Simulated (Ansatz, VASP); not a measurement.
# AlCo: VASP beside Ansatz

File INCAR:

```
SYSTEM = AlCo
PREC     = Accurate       ! precision mode
ENCUT    = 520            ! plane-wave cutoff, eV
EDIFF    = 1E-7           ! SCF threshold, eV
ISMEAR   = 0              ! smearing method
SIGMA    = 0.15           ! smearing width, eV
LREAL    = .FALSE.        ! projectors in reciprocal space
LASPH    = .TRUE.         ! aspherical terms in the spheres
NELM     = 60             ! most SCF steps
ALGO     = Fast           ! electronic algorithm
ISIF     = 2              ! what is computed and relaxed
LWAVE    = .FALSE.        ! write WAVECAR
LCHARG   = .TRUE.         ! write CHGCAR
GGA      = PE             ! functional
LELF     = .TRUE.         ! ELF
LVHAR    = .TRUE.       
NBANDS   = 27             ! bands
```

File KPOINTS:

```
Automatic mesh
0
G
  21 21 7
  0 0 0
```

The input POSCAR:

```
AlCo
1.0
    0.0000000000     -2.8519024102      0.0000000000
    0.0000000000      0.0000000000     -2.8519024102
    8.8057072306      0.0000000000      0.0000000000
Al Co
3 3
Direct
    1.0000000000      1.0000000000      0.2428861370
    1.0000000000      1.0000000000      0.5667559109
    1.0000000000      1.0000000000      0.8906256849
    0.5000000000      0.5000000000      0.0809512500
    0.5000000000      0.5000000000      0.4048210239
    0.5000000000      0.5000000000      0.7286907979
```

Input for Ansatz:

```yaml
crystal:
  lattice:
    - [0.0, -2.8519024102, 0.0]
    - [0.0, 0.0, -2.8519024102]
    - [8.8057072306, 0.0, 0.0]
  atoms:
    - { symbol: Al, position: [1.0, 1.0, 0.242886137] }
    - { symbol: Al, position: [1.0, 1.0, 0.5667559109] }
    - { symbol: Al, position: [1.0, 1.0, 0.8906256849] }
    - { symbol: Co, position: [0.5, 0.5, 0.08095125] }
    - { symbol: Co, position: [0.5, 0.5, 0.4048210239] }
    - { symbol: Co, position: [0.5, 0.5, 0.7286907979] }
basis:
  ecutwfc: 420
kpoints:
  mp_grid: { grid: [21, 21, 7] }
hamiltonian:
  xc: pbe
scf:
  occupations: { method: gaussian, width: 0.15 }
output:
  forces: true
  stress: true
  eigenvalues: true
```

Alike in both runs: task single point; functional PBE; k mesh 21 × 21 × 7; occupations gaussian, width 0.15 eV; no spin polarisation.

|  | VASP | Ansatz |
| --- | --- | --- |
| version | VASP 6.6.1 | Ansatz 0.2.0 |
| potentials or method | VASP PAW PBE potentials, release 64 (Al, Co), cutoff 520 eV | scalar-relativistic, plane waves, PAW |
| valence electrons in the cell | 36 | 60 |

|  | VASP | Ansatz | Ansatz less VASP |
| --- | --- | --- | --- |
| gap on the k mesh at the Fermi level (eV) | none | none | - |
| pressure (GPa) | -3.8 | -3.8 | +0.04 |
| traceless stress, the component that is largest in VASP (GPa) | -1.90 | -1.90 | -0.006 |
| rms of the force components (eV/Å) | 0.359 | 0.361 | +0.0015 |

Atom by atom the forces differ by 0.002 eV/Å (rms over components). A gap of «none» marks a metal or a gap that the smearing closes. VASP's potentials hold 36 valence electrons a cell and Ansatz's 60, so a difference there can come from the potentials and not from the codes.
